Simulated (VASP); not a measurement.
V: single point with PBE

Crystal: V.

```
V
1.0
     2.46521    0.00000    0.00000
     0.00000    2.46521    0.00000
     0.00000    0.00000    2.46521
V
1
Direct
  0.00000 0.00000 0.00000
```

| Item | Value |
| --- | --- |
| Program | VASP 6.6.1 |
| Task | single point |
| Functional | PBE |
| Potentials or basis | VASP PAW PBE potentials, release 64 (V_sv) |
| Cutoff | 520 eV |
| k mesh | 44 × 44 × 44 |
| Occupations | fermi-dirac, width 0.0612256 eV |
| Spin | no spin polarisation |
| Dipole correction | no |
| Further INCAR settings | ALGO = Normal; EDIFF = 1e-06; NBANDS = 12 |

```
Pressure : -2.4 GPa
```

Levels at points of the mesh, in eV from the Fermi level:
```
           k point  band 4  band 5  band 6  band 7  band 8  band 9  band 10  band 11
(0.00, 0.00, 0.00)  -37.17   -6.30   -2.07   -2.07    3.43    3.43     3.43    18.02
(0.50, 0.00, 0.00)  -37.08   -2.23   -1.33   -0.20    1.50    1.50     3.60     7.56
(0.50, 0.50, 0.00)  -36.99   -3.44   -0.69    1.92    1.92    4.62     6.00     6.00
(0.50, 0.50, 0.50)  -37.87   -1.87   -1.87   -1.87    4.73    4.73    10.34    13.13
```

Wall time 5.5 min on 1 thread of Oxide Virtual Turin-like Processor (shared host), peak memory 0.44 GiB.
